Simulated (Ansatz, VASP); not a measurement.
**One calculation of Si2W, two programs**

Contents of INCAR:

```
SYSTEM = Si2W
PREC = Accurate
ENCUT = 520
EDIFF = 1E-6
ISMEAR = 0
SIGMA = 0.15
LREAL = .FALSE.
LASPH = .TRUE.
NELM = 80
ALGO = Normal
ISIF = 2
LWAVE = .FALSE.
LCHARG = .FALSE.
NBANDS = 18
```

Contents of KPOINTS:

```
regular mesh
0
G
  18 18 18
  0 0 0
```

POSCAR

```
Si2W
1.0
   -1.6417347651      1.6417347651      3.6582775770
    1.6417347651     -1.6417347651      3.6582775770
    1.6417347651      1.6417347651     -3.6582775770
Si W
2 1
Direct
    0.3132170575      0.3132170575      0.0000000000
    0.6867829425      0.6867829425      0.0000000000
    0.0000000000      0.0000000000      0.0000000000
```

Input for Ansatz:

```yaml
crystal:
  lattice:
    - [-1.6417347651, 1.6417347651, 3.658277577]
    - [1.6417347651, -1.6417347651, 3.658277577]
    - [1.6417347651, 1.6417347651, -3.658277577]
  atoms:
    - { symbol: Si, position: [0.3132170575, 0.3132170575, 0.0] }
    - { symbol: Si, position: [0.6867829425, 0.6867829425, 0.0] }
    - { symbol: W, position: [0.0, 0.0, 0.0] }
basis:
  ecutwfc: 420
kpoints:
  mp_grid: { grid: [18, 18, 18] }
hamiltonian:
  xc: lda
  pseudopotentials: { kind: paw, azcp: { folder: soft_1 } }
scf:
  occupations: { method: gaussian, width: 0.15 }
output:
  forces: true
  stress: true
  eigenvalues: true
```

Alike in both runs: task single point; functional LDA; k mesh 18 × 18 × 18; occupations gaussian, width 0.15 eV; no spin polarisation.

|  | VASP | Ansatz |
| --- | --- | --- |
| version | VASP 6.6.1 | Ansatz 0.2.0 |
| potentials or method | VASP PAW LDA potentials, release 64 (Si, W_sv), cutoff 520 eV | scalar-relativistic, plane waves, PAW |
| valence electrons in the cell | 22 | 22 |

VASP gave:

```
gap on the k mesh at the Fermi level (eV)                     : none
pressure (GPa)                                                : 9.8
traceless stress, the component that is largest in VASP (GPa) : 41.44
rms of the force components (eV/Å)                            : 2.045
```

**Question.** Estimate Ansatz's values.

**Answer.** gap on the k mesh at the Fermi level (eV): none; pressure (GPa): 9.1; traceless stress, the component that is largest in VASP (GPa): 41.15; rms of the force components (eV/Å): 2.038.

Ansatz warns that its potentials were made for another functional, while VASP's fit it. LDA's correlation is that of Perdew and Zunger in VASP and of Perdew and Wang (1992) in Ansatz. Atom by atom the forces differ by 0.006 eV/Å (rms over components). A gap of «none» marks a metal or a gap that the smearing closes.

Spin-orbit coupling is off throughout.
